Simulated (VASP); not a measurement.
The system is Ga.

```xyz
6
Lattice="-2.9755 2.9755 2.9755 2.9755 -2.9755 2.9755 2.9755 2.9755 -2.9755" Properties=species:S:1:pos:R:3 pbc="T T T"
Ga    2.2316    0.0000    1.4877
Ga    1.4877    2.2316    0.0000
Ga    0.7439    0.0000    4.4633
Ga    4.4632    0.7439    0.0000
Ga    0.0000    1.4878    2.2316
Ga    0.0000    4.4632    0.7439
```

Base run:

* Program: VASP 6.6.1
* Functional: PBE
* Potentials or basis: VASP PAW PBE potentials, release 64 (Ga_d)
* Cutoff: 520 eV
* k mesh: 8 × 8 × 8
* Occupations: gaussian, width 0.05 eV
* Spin: no spin polarisation

Its results: band gap on the k mesh zero (bands 39 and 40 overlap by 3.96 eV); pressure 4.6 GPa.

The run is repeated on the same cell with these changes: functional from PBE to r2SCAN; further incar settings from ALGO = Fast; EDIFF = 1e-06; NBANDS = 48 to ALGO = Normal; EDIFF = 1e-06; NBANDS = 48. What comes out?

Band gap on the k mesh zero (bands 39 and 40 overlap by 4.16 eV); pressure 1.2 GPa.

Caveats: the cell stands under pressure (at least some runs); the PAW data sets were made with another functional, which shifts forces and pressure a little (at least some runs).
